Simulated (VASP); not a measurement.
Input of a VASP 6.6.1 run:

The input INCAR:

```
PREC     = Accurate       # precision mode
ENCUT    = 520            # plane-wave cutoff, eV
EDIFF    = 1E-7           # SCF threshold, eV
ISMEAR   = 0              # smearing method
SIGMA    = 0.05           # smearing width, eV
LREAL    = False          # projectors in reciprocal space
LASPH    = True           # aspherical terms in the spheres
NELM     = 100            # most SCF steps
ALGO     = Normal         # electronic algorithm
ISIF     = 2              # what is computed and relaxed
LWAVE    = False          # write WAVECAR
LCHARG   = True           # write CHGCAR
GGA      = CA             # functional
LELF     = True           # ELF
LVHAR    = True         
NBANDS   = 16             # bands
```

File KPOINTS:

```
Automatic mesh
0
Gamma
  12 12 6
```

Contents of POSCAR:

```
BN
1.0
    2.5539396017      0.0159621225      0.0000000000
   -1.2631461973      2.2037955135      0.0000000000
    0.0000000000      0.0000000000      4.2268550000
B N
2 2
Direct
    0.6666666667      0.3333333333      0.9997240000
    0.3333333333      0.6666666667      0.4997240000
    0.6666666667      0.3333333333      0.6252760000
    0.3333333333      0.6666666667      0.1252760000
```

Potentials or basis: VASP PAW LDA potentials, release 64 (B, N).

Run with:

```sh
$ cat potpaw_LDA.64/B/POTCAR potpaw_LDA.64/N/POTCAR > POTCAR
$ mpirun -np 1 vasp_std > vasp.out
```

Problem. Predict the band gap on the k mesh.

Solution. 4.93 eV, indirect (least direct gap 8.04 eV).

Problem. What does it give for the pressure?

Solution. -12.9 GPa.

Stress tensor (GPa, compression positive):
```
-12.71  -5.05   0.00
 -5.05 -12.68   0.00
  0.00   0.00 -13.20
```

Caveat: the cell differs from its parent crystal (strain +0.0125 x Voigt [0, 0, 0, 0, 0, 1]). A k mesh can miss the band edges.
